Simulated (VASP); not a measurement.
# Ni (C2/c) in VASP: single point with LDA

Aim: the single point of Ni with LDA.

Everything below comes from runs of VASP 6.6.1. Logs are shortened: lines on timing, memory, paths and dates and some standing lists are left out, and cuts for length are marked.

## (1) The cell of the first run

The typed cell holds 2 atoms: a = 4.224 Å, b = 4.224 Å, c = 2.425 Å, α = 97.99°, β = 97.99°, γ = 147.26°.

## (2) Single point, LDA, collinear spin, antiferromagnetic start

The input, INCAR:

```
ALGO     = Normal         # electronic algorithm
EDIFF    = 1E-6           # SCF threshold, eV
ENCUT    = 520            # plane-wave cutoff, eV
ISIF     = 2              # what is computed and relaxed
ISMEAR   = -1             # smearing method
ISPIN    = 2              # spin polarisation
ISYM     = 0            
LASPH    = T              # aspherical terms in the spheres
LCHARG   = F              # write CHGCAR
LMAXMIX  = 4              # l up to which the mixer works
LORBIT   = 11             # projections on sites
LREAL    = F              # projectors in reciprocal space
LWAVE    = F              # write WAVECAR
MAGMOM   = 0.8 -0.8       # initial moments
NBANDS   = 21             # bands
NELM     = 150            # most SCF steps
PREC     = Accurate       # precision mode
SIGMA    = 0.05           # smearing width, eV
```

The input, KPOINTS:

```
k-points
0
Gamma
  15 15 10
```

The input, POSCAR:

```
Ni
1.0
   -2.8664103017      2.8647418356      1.1902356035
    2.8647418356     -2.8664103017      1.1902356035
    1.4925307247      1.4925307247     -1.1932914023
Ni
2
Direct
    0.9999529381      0.0000470619      1.0000000000
    0.7500470619      0.2499529381      0.5000000000
```

Potentials or basis: VASP PAW LDA potentials, release 64 (Ni).

On the command line:

```bash
> cat potpaw_LDA.64/Ni/POTCAR > POTCAR
> mpirun -np 1 vasp_std > vasp.out
```

OUTCAR:

```text
EDIFF = 1E-6
   ENCUT = 520
   ISIF = 2
   ISMEAR = -1
   ISPIN = 2
   ISYM = 0
   LASPH = T
   LORBIT = 11
   LREAL = F
   NELM = 150
   PREC = Accurate

 ion  position               nearest neighbor table
   1  1.000  0.000  0.000-   2 2.36   2 2.36   2 2.36   2 2.36   2 2.90   2 2.90   2 2.90   2 2.90

   2  0.750  0.250  0.500-   1 2.36   1 2.36   1 2.36   1 2.36   1 2.90   1 2.90   1 2.90   1 2.90

IMPORTANT INFORMATION: All symmetrisations will be switched off!
NOSYMM: (Re-)initialisation of all symmetry stuff for point group C_1.

----------------------------------------------------------------------------------------

                                     Primitive cell

  volume of cell :      20.3510

  direct lattice vectors                    reciprocal lattice vectors
    -2.866410302  2.864741836  1.190235603     0.080782443  0.255267429  0.420320433
     2.864741836 -2.866410302  1.190235603     0.255267429  0.080782443  0.420320433
     1.492530725  1.492530725 -1.193291402     0.335189310  0.335189310  0.000469867

  length of vectors
     4.223708630  4.223708630  2.424714478     0.498353820  0.498353820  0.474029501

  position of ions in fractional coordinates (direct lattice)
     0.999952938  0.000047062  0.000000000
     0.750047062  0.249952938  0.500000000

  ion indices of the primitive-cell ions
   primitive index   ion index
                 1           1
                 2           2

----------------------------------------------------------------------------------------

 KPOINTS: k-points

Automatic generation of k-mesh.
 Grid dimensions read from file:
 generate k-points for:   15   15   10

 Generating k-lattice:

  Cartesian coordinates                     Fractional coordinates (reciprocal lattice)
     0.005385496  0.017017829  0.028021362     0.066666667  0.000000000  0.000000000
     0.017017829  0.005385496  0.028021362     0.000000000  0.066666667  0.000000000
     0.033518931  0.033518931  0.000046987     0.000000000  0.000000000  0.100000000

  Length of vectors
     0.033223588  0.033223588  0.047402950

  Shift w.r.t. Gamma in fractional coordinates (k-lattice)
     0.000000000  0.000000000  0.000000000

 Subroutine IBZKPT returns following result:
 ===========================================

 Found   1126 irreducible k-points:

 Following reciprocal coordinates:
            Coordinates               Weight
  0.000000  0.000000  0.000000      1.000000
  0.066667  0.000000  0.000000      2.000000
  0.000000 -0.066667 -0.000000      2.000000
  0.133333  0.000000  0.000000      2.000000
 -0.000000 -0.133333 -0.000000      2.000000
  0.200000  0.000000  0.000000      2.000000
[... 16 lines left out ...]
  0.333333  0.066667  0.000000      2.000000
 -0.066667 -0.333333 -0.000000      2.000000
 [... further k-points ...]
   k-points           NKPTS =   1126   k-points in BZ     NKDIM =   1126   number of bands    NBANDS=     21
   number of dos      NEDOS =    301   number of ions     NIONS =      2
   total plane-waves  NPLWV =  18432
   dimension x,y,z NGX =    32 NGY =   32 NGZ =   18
   dimension x,y,z NGXF=    64 NGYF=   64 NGZF=   36
   ions per type =               2
   NGX,Y,Z   is equivalent  to a cutoff of  12.60, 12.60, 12.34 a.u.
   NGXF,Y,Z  is equivalent  to a cutoff of  25.19, 25.19, 24.68 a.u.
 SYSTEM =  unknown system
   PREC   = accura    normal or accurate (medium, high low for compatibility)
   ISTART =      0    job   : 0-new  1-cont  2-samecut
   ICHARG =      2    charge: 1-file 2-atom 10-const
   ISPIN  =      2    spin polarized calculation?
   LNONCOLLINEAR =      F non collinear calculations
   LSORBIT =      F    spin-orbit coupling
   LASPH  =      T    aspherical Exc in radial PAW
   ENCUT  =  520.0 eV  38.22 Ry    6.18 a.u.   7.85  7.85  4.51*2*pi/ulx,y,z
   NELM   =    150;   NELMIN=  2; NELMDL= -5     # of ELM steps
   EDIFF  = 0.1E-05   stopping-criterion for ELM
   LREAL  =      F    real-space projection
   EDIFFG = 0.1E-04   stopping-criterion for IOM
   NSW    =      0    number of steps for IOM
   IBRION =     -1    ionic relax: 0-MD 1-quasi-New 2-CG
   NFREE  =      0    steps in history (QN), initial steepest desc. (CG)
   ISIF   =      2    stress and relaxation
   ISYM   =      0    0-nonsym 1-usesym 2-fastsym
   POTIM  = 0.5000    time-step for ionic-motion
   TEBEG  =    0.0;   TEEND  =   0.0 temperature during run
   PSTRESS=    0.0 pullay stress
   NELECT =      20.0000    total number of electrons
   NUPDOWN=      -1.0000    fix difference up-down
   EMIN   =  10.00;   EMAX   =-10.00  energy-range for DOS
   EFERMI =   0.00;   METHOD = LEGACY
   ISMEAR =    -1;   SIGMA  =   0.05  broadening in eV -4-tet -1-fermi 0-gaus
   EFERMI_NEDOS =   21; number of points for ismear=-14 and -15
   IALGO  =     38    algorithm
   IMIX   =      4    mixing-type and parameters
     AMIX     =   0.40;   BMIX     =  1.00
     AMIX_MAG =   1.60;   BMIX_MAG =  1.00
  volume/ion in A,a.u.               =      10.18        68.67
  Fermi-wavevector in a.u.,A,eV,Ry     =   1.627633  3.075781 36.044424  2.649190
  Thomas-Fermi vector in A             =   2.720396
   LORBIT       =     11    0 simple, 1 ext, 2 COOP (PROOUT), +10 PAW based schemes
   GGA     = CA    functional components
   LHFCALC =     F    Hartree Fock is set to
   AEXX    =    0.0000 exact exchange contribution
   IVDW    =     0    specifies the selected vdW correction
   LEPSILON=     F    determine dielectric tensor
   LRPA    =     F    only Hartree local field effects (RPA)
 spin polarized calculation
  energy-cutoff  :      520.00
  volume of cell :       20.35
 maximum number of plane-waves:       563
   NGX = 15   NGY = 15   NGZ =  9

 number of electron      19.9999994 magnetization       0.0005962

 number of electron      19.9999994 magnetization      -0.0001118

 Free energy of the ion-electron system (eV)
  ---------------------------------------------------
  ext. energy  EPLUGINS =         0.00000000
  ---------------------------------------------------
  free energy    TOTEN  =       -12.94854702 eV

  energy without entropy =      -12.90015230  energy(sigma->0) =      -12.92434966

 E-fermi :   9.8856     XC(G=0): -14.0040

 val. band max:        9.8852805066   @ k =   0.2667   0.0000   0.5000
 cond. band min:       9.8859021706   @ k =  -0.4667   0.0667  -0.2000
 fundamental gap:      0.0006216639
 Fermi energy:         9.8856205434

 spin component 1

 k-point     1 :       0.0000    0.0000    0.0000
  band No.  band energies     occupation
      1       0.5917      1.00000
      2       5.0577      1.00000
      3       7.3599      1.00000
      4       7.7378      1.00000
      5       8.1282      1.00000
      6       8.1452      1.00000
[... 13 lines left out ...]
     20      39.2854      0.00000
     21      39.5916      0.00000

 k-point     2 :       0.0667    0.0000    0.0000
  band No.  band energies     occupation
      1       0.7707      1.00000
      2       5.1645      1.00000
      3       7.3952      1.00000
      4       7.7803      1.00000
      5       8.0871      1.00000
      6       8.1101      1.00000
[... 13 lines left out ...]
     20      40.1636      0.00000
     21      40.5137      0.00000

 k-point     3 :       0.0000   -0.0667   -0.0000
  band No.  band energies     occupation
      1       0.7707      1.00000
      2       5.1645      1.00000
      3       7.3952      1.00000
      4       7.7803      1.00000
      5       8.0871      1.00000
      6       8.1101      1.00000
[... 13 lines left out ...]
     20      40.1636      0.00000
     21      40.5137      0.00000
[... 457 lines left out ...]
 k-point    23 :       0.3333    0.0667    0.0000
  band No.  band energies     occupation
      1       4.8956      1.00000
      2       5.7894      1.00000
      3       6.0154      1.00000
      4       7.2181      1.00000
      5       7.7330      1.00000
      6       8.3342      1.00000
[... 13 lines left out ...]
     20      36.0645      0.00000
     21      39.3983      0.00000

 k-point    24 :      -0.0667   -0.3333   -0.0000
  band No.  band energies     occupation
      1       4.8956      1.00000
      2       5.7894      1.00000
      3       6.0154      1.00000
      4       7.2181      1.00000
      5       7.7330      1.00000
      6       8.3342      1.00000
[... 13 lines left out ...]
     20      36.0645      0.00000
     21      39.3983      0.00000

 [... further k-points ...]

 spin component 2

 k-point     1 :       0.0000    0.0000    0.0000
  band No.  band energies     occupation
      1       0.5916      1.00000
      2       5.0577      1.00000
      3       7.3599      1.00000
      4       7.7378      1.00000
      5       8.1282      1.00000
      6       8.1452      1.00000
[... 13 lines left out ...]
     20      39.2853      0.00000
     21      39.5916      0.00000

 k-point     2 :       0.0667    0.0000    0.0000
  band No.  band energies     occupation
      1       0.7707      1.00000
      2       5.1645      1.00000
      3       7.3952      1.00000
      4       7.7803      1.00000
      5       8.0870      1.00000
      6       8.1101      1.00000
[... 13 lines left out ...]
     20      40.1636      0.00000
     21      40.5137      0.00000

 k-point     3 :       0.0000   -0.0667   -0.0000
  band No.  band energies     occupation
      1       0.7707      1.00000
      2       5.1645      1.00000
      3       7.3952      1.00000
      4       7.7803      1.00000
      5       8.0870      1.00000
      6       8.1101      1.00000
[... 13 lines left out ...]
     20      40.1636      0.00000
     21      40.5137      0.00000
[... 457 lines left out ...]
 k-point    23 :       0.3333    0.0667    0.0000
  band No.  band energies     occupation
      1       4.8956      1.00000
      2       5.7894      1.00000
      3       6.0153      1.00000
      4       7.2181      1.00000
      5       7.7330      1.00000
      6       8.3342      1.00000
[... 13 lines left out ...]
     20      36.0645      0.00000
     21      39.3983      0.00000

 k-point    24 :      -0.0667   -0.3333   -0.0000
  band No.  band energies     occupation
      1       4.8956      1.00000
      2       5.7894      1.00000
      3       6.0153      1.00000
      4       7.2181      1.00000
      5       7.7330      1.00000
      6       8.3342      1.00000
[... 13 lines left out ...]
     20      36.0645      0.00000
     21      39.3983      0.00000

 [... further k-points ...]
[... 5 lines left out ...]
  --------------------------------------------------------------------------------------
  -------------------------------------------------------------------------------------
  Total       -0.0586621     -0.0586613     -0.4049136     -0.0742559      0.0321037      0.0321033
  in kB       -4.6183119     -4.6182517    -31.8777922     -5.8459718      2.5274422      2.5274107
  external PRESSURE =     -13.7047853 kB  Pullay stress =       0.0000000 kB

 VOLUME and BASIS-vectors are now :
 -----------------------------------------------------------------------------
  energy-cutoff  :      520.00
  volume of cell :       20.35
      direct lattice vectors                 reciprocal lattice vectors
    -2.866410302  2.864741836  1.190235603     0.080782443  0.255267429  0.420320433
     2.864741836 -2.866410302  1.190235603     0.255267429  0.080782443  0.420320433
     1.492530725  1.492530725 -1.193291402     0.335189310  0.335189310  0.000469867

 POSITION                                       TOTAL-FORCE (eV/Angst)
 -----------------------------------------------------------------------------------
     -2.86614      2.86447      1.19024        -0.003505      0.003505      0.000000
     -0.68763      2.17849      0.59359         0.003505     -0.003505     -0.000000
 -----------------------------------------------------------------------------------
    total drift:                               -0.000004      0.000005     -0.000000

  FREE ENERGIE OF THE ION-ELECTRON SYSTEM (eV)
  ---------------------------------------------------
  free  energy   TOTEN  =       -12.9485470225 eV

  energy  without entropy=      -12.9001523011  energy(sigma->0) =      -12.92434966

 total charge

# of ion       s       p       d       tot
------------------------------------------
    1        0.530   0.555   8.380   9.464
    2        0.530   0.555   8.380   9.464
--------------------------------------------------
tot          1.059   1.110  16.759  18.929

 magnetization (x)

# of ion       s       p       d       tot
------------------------------------------
    1       -0.000   0.000  -0.000  -0.000
    2        0.000   0.000   0.000   0.000
--------------------------------------------------
tot          0.000   0.000  -0.000  -0.000
```

Run time: 13 min. Hardware: 1 thread of Oxide Virtual Turin-like, shared host; peak memory 0.65 GiB.

Results:

```
Free energy                                           : -12.9485 eV
Pressure                                              : -1.4 GPa
Largest force                                         : 0.005 eV/Å
Band gap on the k mesh                                : zero (filled and empty bands overlap)
Net moment                                            : 0.00 μB per cell
Valence electrons inside the program's atomic spheres : Ni 9.46
```

Forces in eV/Å, atoms in the order of the input:
```
Ni  -0.004  0.004  0.000
Ni   0.004 -0.004  0.000
```
